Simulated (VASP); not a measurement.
# KCl4 (P2/c) in VASP: single point with PBEsol

Aim: the single point of KCl4 with PBEsol.

Program: VASP 6.6.1. These are calculated values, not measurements. Logs are shortened: lines on timing, memory, paths and dates and some standing lists are left out, and cuts for length are marked.

## Step 1: The cell of the first run

Symmetry: P2/c, No. 13, monoclinic system. The conventional cell has a = 4.709 Å, b = 8.149 Å, c = 7.846 Å, α = 90.00°, β = 104.02°, γ = 90.00°. K (site symmetry 2) has 10 Cl at 3.14 to 3.50 Å within 4.1 Å. Within 3.2 Å of Cl (site symmetry 1) lie 2 Cl at 2.33 to 3.00 Å and 2 K at 3.14 to 3.19 Å. Within 3.1 Å of Cl (site symmetry 1) lie 3 Cl at 2.36 to 3.00 Å.

## Step 2: Single point, PBEsol

Input file INCAR:

```
  ALGO = Normal
  EDIFF = 1E-6
  ENCUT = 520
  GGA = PS
  ISIF = 2
  ISMEAR = -1
  LASPH = True
  LCHARG = True
  LELF = True
  LREAL = False
  LVHAR = True
  LWAVE = False
  NBANDS = 48
  NELM = 100
  PREC = Accurate
  SIGMA = 0.1
```

Input file KPOINTS:

```
k-points
0
Gamma
  4 3 4
```

Input file POSCAR:

```
KCl4
1.0
    4.7067269260      0.0000000000     -0.1553106849
    0.0000000000      8.1493983594      0.0000000000
   -1.6492672182      0.0000000000      7.6708573588
K Cl
2 8
Direct
    0.5000000000      0.3064428731      0.2500000000
    0.5000000000      0.6935571269      0.7500000000
    0.1016235098      0.6308769001      0.0189371343
    0.8983764902      0.6308769001      0.4810628657
    0.8983764902      0.3691230999      0.9810628657
    0.1016235098      0.3691230999      0.5189371343
    0.2535586274     -0.0130162652      0.0065813673
    0.7464413726     -0.0130162652      0.4934186327
    0.7464413726      1.0130162652      0.9934186327
    0.2535586274      1.0130162652      0.5065813673
```

Potentials or basis: VASP PAW PBE potentials, release 64 (K_sv, Cl).

Started as:

```
cat potpaw_PBE.64/K_sv/POTCAR potpaw_PBE.64/Cl/POTCAR > POTCAR
mpirun -np 1 vasp_std > vasp.out
```

OUTCAR:

```text
EDIFF = 1E-6
   ENCUT = 520
   GGA = PS
   ISIF = 2
   ISMEAR = -1
   LASPH = True
   LREAL = False
   NELM = 100
   PREC = Accurate

 ion  position               nearest neighbor table
   1  0.500  0.306  0.250-   6 3.14   5 3.14   6 3.19   5 3.19
   2  0.500  0.694  0.750-   3 3.14   4 3.14   4 3.19   3 3.19
   3  0.102  0.631  0.019-   5 2.33   2 3.14   2 3.19
   4  0.898  0.631  0.481-   6 2.33   2 3.14   2 3.19
   5  0.898  0.369  0.981-   3 2.33   1 3.14   1 3.19
   6  0.102  0.369  0.519-   4 2.33   1 3.14   1 3.19
   7  0.254  0.987  0.007-   9 2.36   9 2.37
   8  0.746  0.987  0.493-  10 2.36  10 2.37
   9  0.746  0.013  0.993-   7 2.36   7 2.37
  10  0.254  0.013  0.507-   8 2.36   8 2.37

  LATTYP: Found a simple monoclinic cell.
 ALAT       =     4.7092886687
 B/A-ratio  =     1.7304945466
 C/A-ratio  =     1.6661017627
 COS(beta)  =    -0.2423291969

  Lattice vectors:

 A1 = (   4.7067269260,   0.0000000000,  -0.1553106849)
 A2 = (   0.0000000000,   8.1493983594,   0.0000000000)
 A3 = (  -1.6492672182,   0.0000000000,   7.6708573588)

Analysis of symmetry for initial positions (statically):
=====================================================================
 Subroutine PRICEL returns:
 Original cell was already a primitive cell.

 Routine SETGRP: Setting up the symmetry group for a
 simple monoclinic supercell.

 Subroutine GETGRP returns: Found  4 space group operations
 (whereof  2 operations were pure point group operations)
 out of a pool of  4 trial point group operations.

The static configuration has the point symmetry S_2 .
 The point group associated with its full space group is C_2h.

Analysis of symmetry for dynamics (positions and initial velocities):
=====================================================================
 Subroutine PRICEL returns:
 Original cell was already a primitive cell.

 Routine SETGRP: Setting up the symmetry group for a
 simple monoclinic supercell.

 Subroutine GETGRP returns: Found  4 space group operations
 (whereof  2 operations were pure point group operations)
 out of a pool of  4 trial point group operations.

The dynamic configuration has the point symmetry S_2 .
 The point group associated with its full space group is C_2h.

 Subroutine INISYM returns: Found  4 space group operations
 (whereof  2 operations are pure point group operations),
 and found     1 'primitive' translations

----------------------------------------------------------------------------------------

                                     Primitive cell

  volume of cell :     292.1436

  direct lattice vectors                    reciprocal lattice vectors
     4.706726926  0.000000000 -0.155310685     0.213979977  0.000000000  0.046006612
     0.000000000  8.149398359  0.000000000     0.000000000  0.122708445  0.000000000
    -1.649267218  0.000000000  7.670857359     0.004332420  0.000000000  0.131295013

  length of vectors
     4.709288669  8.149398359  7.846154152     0.218869913  0.122708445  0.131366474

  position of ions in fractional coordinates (direct lattice)
     0.500000000  0.306442873  0.250000000
     0.500000000  0.693557127  0.750000000
     0.101623510  0.630876900  0.018937134
     0.898376490  0.630876900  0.481062866
     0.898376490  0.369123100  0.981062866
     0.101623510  0.369123100  0.518937134
     0.253558627  0.986983735  0.006581367
     0.746441373  0.986983735  0.493418633
     0.746441373  0.013016265  0.993418633
     0.253558627  0.013016265  0.506581367

  ion indices of the primitive-cell ions
   primitive index   ion index
                 1           1
                 2           2
                 3           3
                 4           4
                 5           5
                 6           6
                 7           7
                 8           8
                 9           9
                10          10

----------------------------------------------------------------------------------------

 KPOINTS: k-points

Automatic generation of k-mesh.
 Grid dimensions read from file:
 generate k-points for:    4    3    4

 Generating k-lattice:

  Cartesian coordinates                     Fractional coordinates (reciprocal lattice)
     0.053494994  0.000000000  0.011501653     0.250000000  0.000000000 -0.000000000
     0.000000000  0.040902815  0.000000000     0.000000000  0.333333333  0.000000000
     0.001083105  0.000000000  0.032823753     0.000000000  0.000000000  0.250000000

  Length of vectors
     0.054717478  0.040902815  0.032841618

  Shift w.r.t. Gamma in fractional coordinates (k-lattice)
     0.000000000  0.000000000  0.000000000

 Subroutine IBZKPT returns following result:
 ===========================================

 Found     20 irreducible k-points:

 Following reciprocal coordinates:
            Coordinates               Weight
  0.000000  0.000000  0.000000      1.000000
  0.250000  0.000000  0.000000      2.000000
  0.500000  0.000000  0.000000      1.000000
  0.000000  0.333333  0.000000      2.000000
  0.250000  0.333333  0.000000      4.000000
  0.500000  0.333333  0.000000      2.000000
[... 12 lines left out ...]
  0.250000  0.333333  0.500000      4.000000
  0.500000  0.333333  0.500000      2.000000
   k-points           NKPTS =     20   k-points in BZ     NKDIM =     20   number of bands    NBANDS=     48
   number of dos      NEDOS =    301   number of ions     NIONS =     10
   total plane-waves  NPLWV = 138240
   dimension x,y,z NGX =    36 NGY =   64 NGZ =   60
   dimension x,y,z NGXF=    72 NGYF=  128 NGZF=  120
   ions per type =               2   8
   NGX,Y,Z   is equivalent  to a cutoff of  12.71, 13.06, 12.71 a.u.
   NGXF,Y,Z  is equivalent  to a cutoff of  25.42, 26.11, 25.43 a.u.
 SYSTEM =  unknown system
   PREC   = accura    normal or accurate (medium, high low for compatibility)
   ISTART =      0    job   : 0-new  1-cont  2-samecut
   ICHARG =      2    charge: 1-file 2-atom 10-const
   ISPIN  =      1    spin polarized calculation?
   LNONCOLLINEAR =      F non collinear calculations
   LSORBIT =      F    spin-orbit coupling
   LASPH  =      T    aspherical Exc in radial PAW
   ENCUT  =  520.0 eV  38.22 Ry    6.18 a.u.   8.76 15.15 14.59*2*pi/ulx,y,z
   NELM   =    100;   NELMIN=  2; NELMDL= -5     # of ELM steps
   EDIFF  = 0.1E-05   stopping-criterion for ELM
   LREAL  =      F    real-space projection
   EDIFFG = 0.1E-04   stopping-criterion for IOM
   NSW    =      0    number of steps for IOM
   IBRION =     -1    ionic relax: 0-MD 1-quasi-New 2-CG
   NFREE  =      0    steps in history (QN), initial steepest desc. (CG)
   ISIF   =      2    stress and relaxation
   ISYM   =      2    0-nonsym 1-usesym 2-fastsym
   POTIM  = 0.5000    time-step for ionic-motion
   TEBEG  =    0.0;   TEEND  =   0.0 temperature during run
   PSTRESS=    0.0 pullay stress
   NELECT =      74.0000    total number of electrons
   NUPDOWN=      -1.0000    fix difference up-down
   EMIN   =  10.00;   EMAX   =-10.00  energy-range for DOS
   EFERMI =   0.00;   METHOD = LEGACY
   ISMEAR =    -1;   SIGMA  =   0.10  broadening in eV -4-tet -1-fermi 0-gaus
   EFERMI_NEDOS =   21; number of points for ismear=-14 and -15
   IALGO  =     38    algorithm
   IMIX   =      4    mixing-type and parameters
     AMIX     =   0.40;   BMIX     =  1.00
     AMIX_MAG =   1.60;   BMIX_MAG =  1.00
  volume/ion in A,a.u.               =      29.21       197.15
  Fermi-wavevector in a.u.,A,eV,Ry     =   1.035826  1.957427 14.598162  1.072935
  Thomas-Fermi vector in A             =   2.170187
   LORBIT       =      0    0 simple, 1 ext, 2 COOP (PROOUT), +10 PAW based schemes
   GGA     = PS    functional components
   LHFCALC =     F    Hartree Fock is set to
   AEXX    =    0.0000 exact exchange contribution
   IVDW    =     0    specifies the selected vdW correction
   LEPSILON=     F    determine dielectric tensor
   LRPA    =     F    only Hartree local field effects (RPA)
 non-spin polarized calculation
  energy-cutoff  :      520.00
  volume of cell :      292.14
 maximum number of plane-waves:      7888
   NGX = 17   NGY = 31   NGZ = 29

 number of electron      73.9999997 magnetization

 Free energy of the ion-electron system (eV)
  ---------------------------------------------------
  ext. energy  EPLUGINS =         0.00000000
  ---------------------------------------------------
  free energy    TOTEN  =       -25.16821866 eV

  energy without entropy =      -24.96290357  energy(sigma->0) =      -25.06556111

 E-fermi :   0.6822     XC(G=0):  -7.8475

 val. band max:        0.6801302135   @ k =   0.2500   0.3333   0.2500
 cond. band min:       0.7574786698   @ k =   0.5000   0.3333   0.0000
 fundamental gap:      0.0773484564
 Fermi energy:         0.6822261153

 k-point     1 :       0.0000    0.0000    0.0000
  band No.  band energies     occupation
      1     -28.5790      2.00000
      2     -28.5780      2.00000
      3     -16.2333      2.00000
      4     -16.1273      2.00000
      5     -15.3254      2.00000
      6     -15.2593      2.00000
[... 40 lines left out ...]
     47       7.2923      0.00000
     48       7.4482      0.00000

 k-point     2 :       0.2500    0.0000    0.0000
  band No.  band energies     occupation
      1     -28.5780      2.00000
      2     -28.5772      2.00000
      3     -15.9200      2.00000
      4     -15.8195      2.00000
      5     -15.3184      2.00000
      6     -15.2253      2.00000
[... 40 lines left out ...]
     47       7.4650      0.00000
     48       7.5436      0.00000

 k-point     3 :       0.5000    0.0000    0.0000
  band No.  band energies     occupation
      1     -28.5769      2.00000
      2     -28.5763      2.00000
      3     -15.4468      2.00000
      4     -15.3305      2.00000
      5     -14.9862      2.00000
      6     -14.8903      2.00000
[... 856 lines left out ...]
     47       7.6942      0.00000
     48       7.9634      0.00000

 k-point    20 :       0.5000    0.3333    0.5000
  band No.  band energies     occupation
      1     -28.5766      2.00000
      2     -28.5766      2.00000
      3     -15.3589      2.00000
      4     -15.3589      2.00000
      5     -14.9289      2.00000
      6     -14.9289      2.00000
[... 40 lines left out ...]
     47       7.7672      0.00000
     48       7.7672      0.00000

------------------------ aborting loop because EDIFF is reached ----------------------------------------

  FORCE on cell =-STRESS in cart. coord.  units (eV):
  Direction    XX          YY          ZZ          XY          YZ          ZX
  --------------------------------------------------------------------------------------
  -------------------------------------------------------------------------------------
  Total        0.0074896     -0.1086339     -0.0217345      0.0000000      0.0000000     -0.0130793
  in kB        0.0410744     -0.5957716     -0.1191969      0.0000000      0.0000000     -0.0717297
  external PRESSURE =      -0.2246313 kB  Pullay stress =       0.0000000 kB

 VOLUME and BASIS-vectors are now :
 -----------------------------------------------------------------------------
  energy-cutoff  :      520.00
  volume of cell :      292.14
      direct lattice vectors                 reciprocal lattice vectors
     4.706726926  0.000000000 -0.155310685     0.213979977  0.000000000  0.046006612
     0.000000000  8.149398359  0.000000000     0.000000000  0.122708445  0.000000000
    -1.649267218  0.000000000  7.670857359     0.004332420  0.000000000  0.131295013

 POSITION                                       TOTAL-FORCE (eV/Angst)
 -----------------------------------------------------------------------------------
      1.94105      2.49733      1.84006         0.000000     -0.003141      0.000000
      1.11641      5.65207      5.67549         0.000000      0.003141      0.000000
      0.44708      5.14127      0.12948        -0.004619     -0.017475      0.004075
      3.43501      5.14127      3.55064         0.004619     -0.017475     -0.004075
      2.61038      3.00813      7.38607         0.004619      0.017475     -0.004075
     -0.37755      3.00813      3.96491        -0.004619      0.017475      0.004075
      1.18258      8.04332      0.01110         0.001568      0.010855     -0.006129
      2.69952      8.04332      3.66901        -0.001568      0.010855      0.006129
      1.87488      0.10607      7.50444        -0.001568     -0.010855      0.006129
      0.35794      0.10607      3.84653         0.001568     -0.010855     -0.006129
 -----------------------------------------------------------------------------------
    total drift:                               -0.000000      0.000000     -0.000000

  FREE ENERGIE OF THE ION-ELECTRON SYSTEM (eV)
  ---------------------------------------------------
  free  energy   TOTEN  =       -25.1682186578 eV

  energy  without entropy=      -24.9629035672  energy(sigma->0) =      -25.06556111
```

Wall time 3.1 min (1 thread of Intel Xeon 6975P-C (Granite Rapids), shared host); peak memory 0.46 GiB.

Results:

* Free energy: -25.1682 eV
* Pressure: 0.0 GPa
* Largest force: 0.019 eV/Å
* Band gap on the k mesh: zero (bands 37 and 38 overlap by 2.23 eV)

Forces in eV/Å, atoms in the order of the input:
```
K    0.000 -0.003  0.000
K    0.000  0.003  0.000
Cl  -0.005 -0.017  0.004
Cl   0.005 -0.017 -0.004
Cl   0.005  0.017 -0.004
Cl  -0.005  0.017  0.004
Cl   0.002  0.011 -0.006
Cl  -0.002  0.011  0.006
Cl  -0.002 -0.011  0.006
Cl   0.002 -0.011 -0.006
```

Caveat: the PAW data sets were made with another functional, which shifts forces and pressure a little.

The gap in the log of VASP goes by the Fermi energy; the results here count the filled bands.